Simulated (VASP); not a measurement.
Crystal: BN.

```
B N
1.0
     2.49134    0.00000    0.00000
    -1.24567    2.15756    0.00000
     0.00000    0.00000    4.00106
B N
2 2
Direct
  0.00000 0.00000 0.00000
  0.00000 0.00000 0.50000
  0.33333 0.66667 0.25000
  0.66667 0.33333 0.75000
```

Base run:

```yaml
Program: VASP 6.6.1
Functional: PBE
Potentials_or_basis: VASP PAW PBE potentials, release 64 (B, N)
Cutoff: 520 eV
k_mesh: 9 × 9 × 6
Occupations: gaussian, width 0.01 eV
Spin: no spin polarisation
```

Its results: band gap on the k mesh 1.61 eV (least direct gap 5.20 eV); pressure 4.5 GPa.

Task: The run is repeated on the same cell with these changes: functional from PBE to r2SCAN; k mesh from 9 × 9 × 6 to 6 × 6 × 4. What comes out?

Result: Band gap on the k mesh 1.81 eV (least direct gap 6.05 eV); pressure 0.3 GPa.

Several settings changed at once.

Caveats: some runs use coarse meshes; the cell stands under pressure (at least some runs); an odd mesh through Γ misses points on the zone boundary, where band edges can lie (at least some runs); the PAW data sets were made with another functional, which shifts forces and pressure a little (at least some runs).
